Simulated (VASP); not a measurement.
**Ni: single point with LDA**

Crystal: Ni.

```
Ni
1.0
     3.93876    0.00000    0.00000
    -1.96938    3.41107    0.00000
     0.00000    0.00000    2.36700
Ni
3
Direct
  0.00000 0.00000 0.00000
  0.33333 0.66667 0.50000
  0.66667 0.33333 0.50000
```

This isn't the form of Ni at room conditions, which is fcc.

```yaml
Program: VASP 6.6.1
Task: single point
Functional: LDA
Potentials_or_basis: VASP PAW LDA potentials, release 64 (Ni)
Cutoff: 520 eV
k_mesh: 11 × 11 × 15
Occupations: fermi-dirac, width 0.1 eV
Spin: no spin polarisation
```

The pressure is -8.8 GPa. The band gap on the k mesh is zero (bands 15 and 16 overlap by 0.56 eV).

Levels at points of the mesh, in eV from the Fermi level:
```
           k point  band 13  band 14  band 15  band 16  band 17  band 18  band 19  band 20
(0.00, 0.00, 0.00)    -1.03    -1.03     0.09     0.09     6.47     6.47     6.49     6.49
```

Wall time 2.3 min on 1 thread of Intel Xeon 8259CL, on a shared host, peak memory 0.18 GiB.

Caveat: the cell stands under tension; the run has no spin polarisation, though such a crystal can be magnetic. Spin polarisation is off, so any magnetic state and its effect on volume and gap are missing.
